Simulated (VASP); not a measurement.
Set up this calculation in VASP 6.6.1, as the native input.

```yaml
Task: single point
Functional: PBE
Potentials_or_basis: VASP PAW PBE potentials, release 64 (Mn_pv, O)
Cutoff: 520 eV
k_mesh: 8 × 8 × 12
Occupations: gaussian, width 0.1 eV
Spin: collinear spin, ferromagnetic start
Starting_moments: "[3.05, 3.05, 0.0, 0.0, 0.0, 0.0] μB"
Hubbard_terms: Mn d U = 3.9 eV
Dipole_correction: no
Further_INCAR_settings: ALGO = Normal; EDIFF = 1e-06; NBANDS = 38
```

The structure of MnO2 lies in POSCAR:

```
MnO2
1.0
    4.6086905891      0.0000000000      0.0000000000
    0.0000000000      4.6086905891      0.0000000000
    0.0000000000      0.0000000000      3.0262872241
Mn O
2 4
Direct
    0.0000000000      0.0000000000      0.0000000000
    0.5000000000      0.5000000000      0.5000000000
    0.3078901593      0.3078901593      0.0000000000
    0.1921098407      0.8078901593      0.5000000000
    0.6921098407      0.6921098407      0.0000000000
    0.8078901593      0.1921098407      0.5000000000
```

One way to write it, as run:

INCAR

```
SYSTEM = MnO2
ALGO     = Normal         ! electronic algorithm
EDIFF    = 1E-6           ! SCF threshold, eV
ENCUT    = 520            ! plane-wave cutoff, eV
GGA      = PE             ! functional
ISIF     = 2              ! what is computed and relaxed
ISMEAR   = 0              ! smearing method
ISPIN    = 2              ! spin polarisation
LASPH    = .True.         ! aspherical terms in the spheres
LCHARG   = .True.         ! write CHGCAR
LDAU     = .True.         ! DFT+U
LDAUJ    = 0 0          
LDAUL    = 2 -1           ! shell
LDAUPRINT= 1            
LDAUTYPE = 2            
LDAUU    = 3.9 0          ! U, eV
LELF     = .True.         ! ELF
LMAXMIX  = 4              ! l up to which the mixer works
LORBIT   = 11             ! projections on sites
LREAL    = .False.        ! projectors in reciprocal space
LVHAR    = .True.       
LWAVE    = .False.        ! write WAVECAR
MAGMOM   = 3.05 3.05 0 0 0 0 ! initial moments
NBANDS   = 38             ! bands
NELM     = 150            ! most SCF steps
PREC     = Accurate       ! precision mode
SIGMA    = 0.1            ! smearing width, eV
```

KPOINTS

```
k-points
0
Gamma
  8 8 12
  0 0 0
```

Potentials or basis: VASP PAW PBE potentials, release 64 (Mn_pv, O).

Command:

```sh
$ cat potpaw_PBE.64/Mn_pv/POTCAR potpaw_PBE.64/O/POTCAR > POTCAR
$ mpirun -np 1 vasp_std > vasp.out
```

Results of the run:

```
Pressure                                              : -11.7 GPa
Largest force                                         : 0.014 eV/Å
Net moment                                            : 6.05 μB per cell
Site moments                                          : Mn +3.41; O -0.20 μB
Valence electrons inside the program's atomic spheres : Mn 11.39; O 4.96
```

Caveat: the cell stands under tension; only a ferromagnetic start was run, and an antiferromagnetic order may lie lower in energy.

Run time: 3.7 min on 1 thread of Intel(R) Xeon(R) 6975P-C (Granite Rapids), with other jobs on the host, peak memory 0.44 GiB.
